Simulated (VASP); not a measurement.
Runs of VASP 6.6.1 on Ti3Al. The structure is that of space group P-6m2 (No. 187), or close to it. The cells are those of the table. 

```tsv
task	level	potentials or basis	cell	cutoff (eV)	gap on the mesh (eV)	pressure (GPa)	relaxed volume (Å³/atom)	largest force (eV/Å)
single point	r2SCAN	VASP PAW PBE potentials, release 64 (Ti_sv, Al)	a = 2.922, b = 2.922, c = 9.206 Å, angles 90.0, 90.0, 120.0°, 4 atoms	520	none	(b)	-	0.02
relaxation of cell and atoms	LDA	VASP PAW LDA potentials, release 64 (Ti_sv, Al)	relaxed from a = 2.928, b = 2.928, c = 9.226 Å, angles 90.0, 90.0, 120.0°, 4 atoms	600	none	0.1	16.01	0.01
single point	LDA	VASP PAW LDA potentials, release 64 (Ti_sv, Al)	a = 2.860, b = 2.860, c = 9.059 Å, angles 90.0, 90.0, 120.0°, 4 atoms	520	none	(a)	-	0.01
relaxation of cell and atoms	r2SCAN	VASP PAW PBE potentials, release 64 (Ti_sv, Al)	relaxed from a = 2.928, b = 2.928, c = 9.226 Å, angles 90.0, 90.0, 120.0°, 4 atoms	600	none	0.1	17.05	0.02
single point	PBEsol	VASP PAW PBE potentials, release 64 (Ti_sv, Al)	a = 2.895, b = 2.895, c = 9.148 Å, angles 90.0, 90.0, 120.0°, 4 atoms	520	none	-0.2	-	0.01
```

Alike in all rows: no spin polarisation; k mesh 8 × 8 × 3; smearing fermi-dirac 0.1 eV.

Fill in the values left out.

(a) 0.0; (b) 0.2.

Caveats: the PAW data sets were made with another functional, which shifts forces and pressure a little (at least some runs).

A gap of «none» marks levels without a gap at the run's occupations.
